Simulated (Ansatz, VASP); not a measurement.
**SiC in VASP and in Ansatz**

```
Si C
1.0
     0.00000    2.17900    2.17900
     2.17900    0.00000    2.17900
     2.17900    2.17900    0.00000
Si C
1 1
Direct
  0.00000 0.00000 0.00000
  0.75000 0.75000 0.75000
```

Alike in both runs: task single point; functional PBE; k mesh 4 × 4 × 4; occupations fermi-dirac, width 0.03 eV; no spin polarisation.

|  | VASP | Ansatz |
| --- | --- | --- |
| version | VASP 6.6.1 | Ansatz 0.2.0 |
| potentials or method | VASP PAW PBE potentials, release 64 (Si, C), cutoff 600 eV | all-electron LAPW, scalar-relativistic |

VASP gave:

```
gap on the k mesh at the Fermi level (eV) : 1.31
least direct gap on the mesh (eV)         : 4.51
pressure (GPa)                            : 3.5
```

Question: Estimate Ansatz's values.

Answer: gap on the k mesh at the Fermi level (eV): 1.31; least direct gap on the mesh (eV): 4.52; pressure (GPa): 3.7.

Ansatz ran all-electron here, and VASP with PAW potentials.

The k mesh is coarse, so the values compare programs but aren't converged.
